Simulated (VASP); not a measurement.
# ZrC (I4/mmm) in VASP: further runs

ZrC is run at these levels: PBE; tasks: single point.

Program: VASP 6.6.1. These are calculated values, not measurements. Logs are shortened: lines on timing, memory, paths and dates and some standing lists are left out, and cuts for length are marked.

## Step 1: The cell of the first run

It takes space group I4/mmm (No. 139, tetragonal). The conventional cell has a = 3.128 Å, b = 3.128 Å, c = 5.308 Å, α = 90.00°, β = 90.00°, γ = 90.00°. Zr (site symmetry 4/mmm) has 6 C at 2.21 to 2.65 Å within 2.9 Å. Within 2.9 Å of C (site symmetry 4/mmm) lie 6 Zr at 2.21 to 2.65 Å.

## Step 2: Single point, PBE

File INCAR:

```
SYSTEM = ZrC
PREC = Accurate
ENCUT = 520
EDIFF = 1E-7
ISMEAR = 0
SIGMA = 0.15
LREAL = .FALSE.
LASPH = .TRUE.
NELM = 80
ALGO = Normal
ISIF = 2
LWAVE = .FALSE.
LCHARG = .FALSE.
GGA = PE
NBANDS = 15
```

File KPOINTS:

```
regular mesh
0
G
  20 20 20
  0 0 0
```

File POSCAR:

```
ZrC
1.0
    0.0000000000      2.2116322854      2.6539587425
    2.2116322854      0.0000000000      2.6539587425
    2.2116322854      2.2116322854      0.0000000000
Zr C
1 1
Direct
    0.5000000000      0.5000000000      0.5000000000
    0.0000000000      0.0000000000      0.0000000000
```

Potentials or basis: VASP PAW PBE potentials, release 64 (Zr_sv, C).

Command:

```console
$ cat potpaw_PBE.64/Zr_sv/POTCAR potpaw_PBE.64/C/POTCAR > POTCAR
$ mpirun -np 1 vasp_std > vasp.out
```

OUTCAR:

```text
SYSTEM = ZrC
   PREC = Accurate
   ENCUT = 520
   EDIFF = 1E-7
   ISMEAR = 0
   LREAL = .FALSE.
   LASPH = .TRUE.
   NELM = 80
   ISIF = 2
   GGA = PE

 ion  position               nearest neighbor table
   1  0.500  0.500  0.500-   2 2.21   2 2.21   2 2.21   2 2.21   2 2.65   2 2.65
   2  0.000  0.000  0.000-   1 2.21   1 2.21   1 2.21   1 2.21   1 2.65   1 2.65

  LATTYP: Found a body centered tetragonal cell.
 ALAT       =     3.1277203730
 C/A-ratio  =     1.6970562749

  Lattice vectors:

 A1 = (  -2.2116322854,   0.0000000000,   2.6539587425)
 A2 = (   2.2116322854,   0.0000000000,   2.6539587425)
 A3 = (   0.0000000000,   2.2116322854,  -2.6539587425)

Analysis of symmetry for initial positions (statically):
=====================================================================
 Subroutine PRICEL returns:
 Original cell was already a primitive cell.

 Routine SETGRP: Setting up the symmetry group for a
 body centered tetragonal supercell.

 Subroutine GETGRP returns: Found 16 space group operations
 (whereof 16 operations were pure point group operations)
 out of a pool of 16 trial point group operations.

The static configuration has the point symmetry D_4h.

Analysis of symmetry for dynamics (positions and initial velocities):
=====================================================================
 Subroutine PRICEL returns:
 Original cell was already a primitive cell.

 Routine SETGRP: Setting up the symmetry group for a
 body centered tetragonal supercell.

 Subroutine GETGRP returns: Found 16 space group operations
 (whereof 16 operations were pure point group operations)
 out of a pool of 16 trial point group operations.

The dynamic configuration has the point symmetry D_4h.

 Subroutine INISYM returns: Found 16 space group operations
 (whereof 16 operations are pure point group operations),
 and found     1 'primitive' translations

----------------------------------------------------------------------------------------

                                     Primitive cell

  volume of cell :      25.9627

  direct lattice vectors                    reciprocal lattice vectors
     0.000000000  2.211632285  2.653958742    -0.226077365  0.226077365  0.188397804
     2.211632285  0.000000000  2.653958742     0.226077365 -0.226077365  0.188397804
     2.211632285  2.211632285  0.000000000     0.226077365  0.226077365 -0.188397804

  length of vectors
     3.454680068  3.454680068  3.127720373     0.371100637  0.371100637  0.371100637

  position of ions in fractional coordinates (direct lattice)
     0.500000000  0.500000000  0.500000000
     0.000000000  0.000000000  0.000000000

  ion indices of the primitive-cell ions
   primitive index   ion index
                 1           1
                 2           2

----------------------------------------------------------------------------------------

 KPOINTS: regular mesh

Automatic generation of k-mesh.
 Grid dimensions read from file:
 generate k-points for:   20   20   20

 Generating k-lattice:

  Cartesian coordinates                     Fractional coordinates (reciprocal lattice)
    -0.011303868  0.011303868  0.009419890     0.050000000  0.000000000  0.000000000
     0.011303868 -0.011303868  0.009419890     0.000000000  0.050000000  0.000000000
     0.011303868  0.011303868 -0.009419890     0.000000000  0.000000000  0.050000000

  Length of vectors
     0.018555032  0.018555032  0.018555032

  Shift w.r.t. Gamma in fractional coordinates (k-lattice)
     0.000000000  0.000000000  0.000000000

 Subroutine IBZKPT returns following result:
 ===========================================

 Found    641 irreducible k-points:

 Following reciprocal coordinates:
            Coordinates               Weight
  0.000000  0.000000  0.000000      1.000000
  0.050000  0.000000  0.000000      8.000000
  0.100000 -0.000000  0.000000      8.000000
  0.150000  0.000000  0.000000      8.000000
  0.200000 -0.000000  0.000000      8.000000
  0.250000  0.000000  0.000000      8.000000
[... 16 lines left out ...]
 -0.400000  0.050000  0.000000      8.000000
 -0.350000  0.050000  0.000000      8.000000
 [... further k-points ...]
   k-points           NKPTS =    641   k-points in BZ     NKDIM =    641   number of bands    NBANDS=     15
   number of dos      NEDOS =    301   number of ions     NIONS =      2
   total plane-waves  NPLWV =  18816
   dimension x,y,z NGX =    28 NGY =   28 NGZ =   24
   dimension x,y,z NGXF=    56 NGYF=   56 NGZF=   48
   ions per type =               1   1
   NGX,Y,Z   is equivalent  to a cutoff of  13.47, 13.47, 12.76 a.u.
   NGXF,Y,Z  is equivalent  to a cutoff of  26.95, 26.95, 25.51 a.u.
 SYSTEM =  ZrC
   PREC   = accura    normal or accurate (medium, high low for compatibility)
   ISTART =      0    job   : 0-new  1-cont  2-samecut
   ICHARG =      2    charge: 1-file 2-atom 10-const
   ISPIN  =      1    spin polarized calculation?
   LNONCOLLINEAR =      F non collinear calculations
   LSORBIT =      F    spin-orbit coupling
   LASPH  =      T    aspherical Exc in radial PAW
   ENCUT  =  520.0 eV  38.22 Ry    6.18 a.u.   6.42  6.42  5.82*2*pi/ulx,y,z
   NELM   =     80;   NELMIN=  2; NELMDL= -5     # of ELM steps
   EDIFF  = 0.1E-06   stopping-criterion for ELM
   LREAL  =      F    real-space projection
   EDIFFG = 0.1E-05   stopping-criterion for IOM
   NSW    =      0    number of steps for IOM
   IBRION =     -1    ionic relax: 0-MD 1-quasi-New 2-CG
   NFREE  =      0    steps in history (QN), initial steepest desc. (CG)
   ISIF   =      2    stress and relaxation
   ISYM   =      2    0-nonsym 1-usesym 2-fastsym
   POTIM  = 0.5000    time-step for ionic-motion
   TEBEG  =    0.0;   TEEND  =   0.0 temperature during run
   PSTRESS=    0.0 pullay stress
   NELECT =      16.0000    total number of electrons
   NUPDOWN=      -1.0000    fix difference up-down
   EMIN   =  10.00;   EMAX   =-10.00  energy-range for DOS
   EFERMI =   0.00;   METHOD = LEGACY
   ISMEAR =     0;   SIGMA  =   0.15  broadening in eV -4-tet -1-fermi 0-gaus
   EFERMI_NEDOS =   21; number of points for ismear=-14 and -15
   IALGO  =     38    algorithm
   IMIX   =      4    mixing-type and parameters
     AMIX     =   0.40;   BMIX     =  1.00
     AMIX_MAG =   1.60;   BMIX_MAG =  1.00
  volume/ion in A,a.u.               =      12.98        87.60
  Fermi-wavevector in a.u.,A,eV,Ry     =   1.393151  2.632673 26.407131  1.940869
  Thomas-Fermi vector in A             =   2.516825
   LORBIT       =      0    0 simple, 1 ext, 2 COOP (PROOUT), +10 PAW based schemes
   GGA     = PE    functional components
   LHFCALC =     F    Hartree Fock is set to
   AEXX    =    0.0000 exact exchange contribution
   IVDW    =     0    specifies the selected vdW correction
   LEPSILON=     F    determine dielectric tensor
   LRPA    =     F    only Hartree local field effects (RPA)
 non-spin polarized calculation
 Gauss-broadening in eV      SIGMA  =   0.15
  energy-cutoff  :      520.00
  volume of cell :       25.96
 maximum number of plane-waves:       723
 NGX is ok and might be reduce to    28

 number of electron      16.0000000 magnetization

 Free energy of the ion-electron system (eV)
  ---------------------------------------------------
  ext. energy  EPLUGINS =         0.00000000
  ---------------------------------------------------
  free energy    TOTEN  =       -18.87163634 eV

  energy without entropy =      -18.86836919  energy(sigma->0) =      -18.87000277

 E-fermi :   9.7169     XC(G=0): -12.0684

 val. band max:        9.7160503644   @ k =   0.3500   0.3000   0.0500
 cond. band min:       9.7185312673   @ k =   0.3000   0.2500   0.0500
 fundamental gap:      0.0024809029
 Fermi energy:         9.7169168802

 k-point     1 :       0.0000    0.0000    0.0000
  band No.  band energies     occupation
      1     -38.3600      2.00000
      2     -16.2714      2.00000
      3     -16.0110      2.00000
      4     -16.0110      2.00000
      5      -1.7250      2.00000
      6       9.6271      1.60272
      7      10.0257      0.00360
      8      10.3911      0.00000
      9      10.8463      0.00000
     10      10.8463      0.00000
     11      11.5024      0.00000
     12      11.5024      0.00000
     13      13.4675      0.00000
     14      18.4676      0.00000
     15      20.3841      0.00000

 k-point     2 :       0.0500    0.0000    0.0000
  band No.  band energies     occupation
      1     -38.3572      2.00000
      2     -16.2774      2.00000
      3     -16.0348      2.00000
      4     -16.0099      2.00000
      5      -1.6637      2.00000
      6       9.4933      1.96502
      7       9.5301      1.92181
      8      10.5255      0.00000
      9      10.6196      0.00000
     10      11.0422      0.00000
     11      11.5666      0.00000
     12      11.6994      0.00000
     13      13.8383      0.00000
     14      18.5862      0.00000
     15      20.5437      0.00000

 k-point     3 :       0.1000   -0.0000    0.0000
  band No.  band energies     occupation
      1     -38.3492      2.00000
      2     -16.2974      2.00000
      3     -16.1004      2.00000
      4     -16.0067      2.00000
      5      -1.4838      2.00000
      6       8.8558      2.00000
      7       9.1111      2.00000
      8       9.8808      0.12235
      9      10.7626      0.00000
     10      11.4514      0.00000
     11      11.7112      0.00000
     12      12.2120      0.00000
     13      14.6768      0.00000
     14      18.9103      0.00000
     15      20.9918      0.00000
[... 343 lines left out ...]
 k-point    23 :      -0.4000    0.0500    0.0000
  band No.  band energies     occupation
      1     -38.2507      2.00000
      2     -16.9789      2.00000
      3     -16.3839      2.00000
      4     -15.9629      2.00000
      5       1.3383      2.00000
      6       4.6720      2.00000
      7       6.3621      2.00000
      8       6.6701      2.00000
      9      13.6650      0.00000
     10      13.7847      0.00000
     11      15.1037      0.00000
     12      16.1862      0.00000
     13      17.8226      0.00000
     14      21.6667      0.00000
     15      22.4607      0.00000

 k-point    24 :      -0.3500    0.0500    0.0000
  band No.  band energies     occupation
      1     -38.2606      2.00000
      2     -16.9042      2.00000
      3     -16.3694      2.00000
      4     -15.9632      2.00000
      5       0.9317      2.00000
      6       5.1788      2.00000
      7       6.5570      2.00000
      8       6.8454      2.00000
      9      13.1476      0.00000
     10      13.3449      0.00000
     11      14.4999      0.00000
     12      15.7831      0.00000
     13      18.6424      0.00000
     14      21.0028      0.00000
     15      22.9312      0.00000

 [... further k-points ...]

------------------------ aborting loop because EDIFF is reached ----------------------------------------

  FORCE on cell =-STRESS in cart. coord.  units (eV):
  Direction    XX          YY          ZZ          XY          YZ          ZX
  --------------------------------------------------------------------------------------
  -------------------------------------------------------------------------------------
  Total        5.6196811      5.6196811     -3.8758302      0.0000000      0.0000000     -0.0000000
  in kB      346.7945408    346.7945408   -239.1802498      0.0000000      0.0000000     -0.0000000
  external PRESSURE =     151.4696106 kB  Pullay stress =       0.0000000 kB

 VOLUME and BASIS-vectors are now :
 -----------------------------------------------------------------------------
  energy-cutoff  :      520.00
  volume of cell :       25.96
      direct lattice vectors                 reciprocal lattice vectors
     0.000000000  2.211632285  2.653958742    -0.226077365  0.226077365  0.188397804
     2.211632285  0.000000000  2.653958742     0.226077365 -0.226077365  0.188397804
     2.211632285  2.211632285  0.000000000     0.226077365  0.226077365 -0.188397804

 POSITION                                       TOTAL-FORCE (eV/Angst)
 -----------------------------------------------------------------------------------
      2.21163      2.21163      2.65396         0.000000     -0.000000      0.000000
      0.00000      0.00000      0.00000         0.000000      0.000000      0.000000
 -----------------------------------------------------------------------------------
    total drift:                                0.000000      0.000000      0.000000

  FREE ENERGIE OF THE ION-ELECTRON SYSTEM (eV)
  ---------------------------------------------------
  free  energy   TOTEN  =       -18.8716363429 eV

  energy  without entropy=      -18.8683691931  energy(sigma->0) =      -18.87000277
```

Wall time 1.7 min (1 thread of Intel Xeon 6975P-C (Granite Rapids), shared host); peak memory 0.36 GiB.

Results:

- Free energy: -18.8716 eV
- Pressure: 15.1 GPa
- Band gap on the k mesh: zero (band 8 reaches 10.73 eV, above the bottom of band 9 at 9.19 eV)

Stress tensor (GPa, compression positive):
```
 34.68   0.00   0.00
  0.00  34.68   0.00
  0.00   0.00 -23.92
```

Levels at points of the mesh, in eV from the Fermi level:
```csv
k point,band 6,band 7,band 8,band 9,band 10,band 11
"(0.00, 0.00, 0.00)",-0.09,0.31,0.67,1.13,1.13,1.79
"(0.50, 0.00, 0.00)",-5.41,-3.46,-3.12,4.21,5.00,5.79
"(0.50, 0.50, 0.00)",-3.19,-1.70,0.60,0.60,4.50,5.38
"(0.50, 0.00, 0.50)",-1.80,-1.37,-0.55,0.16,3.80,4.27
```

## Step 3: Single point, PBE

This run uses another cell than the first one, of the same volume but with other edges.

File INCAR:

```
SYSTEM = ZrC
  PREC = Accurate
  ENCUT = 520
  EDIFF = 1E-7
  ISMEAR = 0
  SIGMA = 0.15
  LREAL = .False.
  LASPH = .True.
  NELM = 100
  ALGO = Normal
  ISIF = 2
  LWAVE = .False.
  LCHARG = .False.
  GGA = PE
  NBANDS = 15
```

File KPOINTS:

```
regular mesh
0
Gamma
  20 20 20
  0 0 0
```

File POSCAR:

```
ZrC
1.0
    0.0000000000      2.5531429738      1.9914515196
    2.5531429738      0.0000000000      1.9914515196
    2.5531429738      2.5531429738      0.0000000000
Zr C
1 1
Direct
    0.5000000000      0.5000000000      0.5000000000
    0.0000000000      0.0000000000      0.0000000000
```

Potentials or basis: VASP PAW PBE potentials, release 64 (Zr_sv, C).

Command:

```console
$ cat potpaw_PBE.64/Zr_sv/POTCAR potpaw_PBE.64/C/POTCAR > POTCAR
$ mpirun -np 1 vasp_std > vasp.out
```

Run time: 63 s. Hardware: 1 thread of Intel Xeon 6975P-C (Granite Rapids), shared host; peak memory 0.36 GiB.

It converged, with:

| Quantity | Value |
| --- | --- |
| Free energy | -17.8709 eV |
| Pressure | 26.8 GPa |
| Band gap on the k mesh | zero (band 8 reaches 10.38 eV, above the bottom of band 9 at 8.23 eV) |

Stress tensor (GPa, compression positive):
```
-17.07   0.00   0.00
  0.00 -17.07   0.00
  0.00   0.00 114.58
```

Levels at points of the mesh, in eV from the Fermi level:
| k point | band 4 | band 5 | band 6 | band 7 | band 8 | band 9 | band 10 | band 11 | band 12 | band 13 |
| --- | --- | --- | --- | --- | --- | --- | --- | --- | --- | --- |
| (0.00, 0.00, 0.00) | -25.89 | -11.61 | 0.14 | 0.14 | 0.44 | 0.44 | 0.92 | 1.22 | 2.22 | 2.67 |
| (0.50, 0.00, 0.00) | -25.96 | -7.87 | -5.57 | -3.81 | -3.69 | 3.40 | 5.59 | 5.90 | 6.57 | 8.12 |
| (0.50, 0.50, 0.00) | -26.40 | -10.69 | -2.31 | -1.06 | -1.06 | 0.36 | 4.74 | 5.09 | 5.09 | 8.98 |
| (0.50, 0.00, 0.50) | -25.94 | -10.71 | -3.01 | -1.48 | -0.36 | 1.68 | 2.70 | 4.34 | 5.73 | 7.72 |

## Step 4: Single point, PBE

This run uses another cell than the first one, of the same volume but with other edges.

File INCAR:

```
ALGO = Normal
EDIFF = 1E-6
ENCUT = 520
GGA = PE
ISIF = 2
ISMEAR = 0
LASPH = T
LCHARG = F
LREAL = F
LWAVE = F
NBANDS = 15
NELM = 100
PREC = Accurate
SIGMA = 0.15
```

File KPOINTS:

```
k-points
0
Gamma
  20 20 20
```

File POSCAR:

```
ZrC
1.0
    0.0000000000      2.1534041833      2.7994254383
    2.1534041833      0.0000000000      2.7994254383
    2.1534041833      2.1534041833      0.0000000000
Zr C
1 1
Direct
    0.5000000000      0.5000000000      0.5000000000
    0.0000000000      0.0000000000      0.0000000000
```

Command:

```console
$ cat potpaw_PBE.64/Zr_sv/POTCAR potpaw_PBE.64/C/POTCAR > POTCAR
$ mpirun -np 1 vasp_std > vasp.out
```

Run time: 85 s. Hardware: 1 thread of Intel Xeon 6975P-C (Granite Rapids), shared host; peak memory 0.36 GiB.

It converged, with:

* Free energy: -18.2530 eV
* Pressure: 29.2 GPa
* Band gap on the k mesh: zero (band 8 reaches 10.82 eV, above the bottom of band 9 at 9.21 eV)

Stress tensor (GPa, compression positive):
```
 57.36   0.00   0.00
  0.00  57.36   0.00
  0.00   0.00 -27.22
```

Levels at points of the mesh, in eV from the Fermi level:
```csv
k point,band 6,band 7,band 8,band 9,band 10,band 11
"(0.00, 0.00, 0.00)",-0.61,-0.36,0.00,1.18,1.18,2.15
"(0.50, 0.00, 0.00)",-5.52,-3.85,-3.38,4.28,4.93,5.59
"(0.50, 0.50, 0.00)",-3.56,-1.79,0.79,0.79,4.60,5.19
"(0.50, 0.00, 0.50)",-1.78,-1.02,-0.74,0.26,3.44,3.50
```

## Step 5: Single point, PBE

This run uses another cell than the first one, of the same volume but with other edges.

File INCAR:

```
SYSTEM = ZrC
PREC = Accurate
ENCUT = 520
EDIFF = 1E-6
ISMEAR = 0
SIGMA = 0.15
LREAL = .False.
LASPH = .True.
NELM = 100
ALGO = Normal
ISIF = 2
LWAVE = .False.
LCHARG = .True.
GGA = PE
LELF = .True.
LVHAR = .True.
NBANDS = 15
```

File KPOINTS:

```
regular mesh
0
Gamma
  20 20 20
  0 0 0
```

File POSCAR:

```
ZrC
1.0
    0.0000000000      2.4164476669      2.2231318536
    2.4164476669      0.0000000000      2.2231318536
    2.4164476669      2.4164476669      0.0000000000
Zr C
1 1
Direct
    0.5000000000      0.5000000000      0.5000000000
    0.0000000000      0.0000000000      0.0000000000
```

Command:

```console
$ cat potpaw_PBE.64/Zr_sv/POTCAR potpaw_PBE.64/C/POTCAR > POTCAR
$ mpirun -np 1 vasp_std > vasp.out
```

It took 73 s on 1 thread of Intel Xeon 6975P-C (Granite Rapids), shared host; peak memory 0.35 GiB.

The run converged. Its results:

```yaml
Free_energy: -19.3137 eV
Pressure: 4.4 GPa
Band_gap_on_the_k_mesh: zero (band 8 reaches 10.48 eV, above the bottom of band 9 at 8.78 eV)
```

Stress tensor (GPa, compression positive):
```
-7.13  0.00  0.00
 0.00 -7.13  0.00
 0.00  0.00 27.47
```

Levels at points of the mesh, in eV from the Fermi level:
```
           k point  band 6  band 7  band 8  band 9  band 10  band 11
(0.00, 0.00, 0.00)    0.75    0.75    0.83    0.83     1.24     1.64
(0.50, 0.00, 0.00)   -5.33   -3.08   -2.98    4.17     4.85     5.47
(0.50, 0.50, 0.00)   -1.89   -1.40   -0.27   -0.27     4.51     5.61
(0.50, 0.00, 0.50)   -2.37   -1.70   -0.02    0.45     4.19     5.22
```

## Step 6: Summary

```csv
cell,gap on the mesh (eV),pressure (GPa)
"a = 3.455, b = 3.455, c = 3.128 Å, angles 63.1, 63.1, 53.8°, 2 atoms",none,15.1
"a = 3.238, b = 3.238, c = 3.611 Å, angles 56.1, 56.1, 67.8°, 2 atoms",none,26.8
"a = 3.532, b = 3.532, c = 3.045 Å, angles 64.5, 64.5, 51.1°, 2 atoms",none,29.2
"a = 3.284, b = 3.284, c = 3.417 Å, angles 58.6, 58.6, 62.7°, 2 atoms",none,4.4
```

Alike in all rows: task single point; level PBE; potentials or basis VASP PAW PBE potentials, release 64 (Zr_sv, C); no spin polarisation; k mesh 20 × 20 × 20; cutoff (eV) 520; smearing gaussian 0.15 eV.

Absolute energies hang on the potentials; compare differences alone.
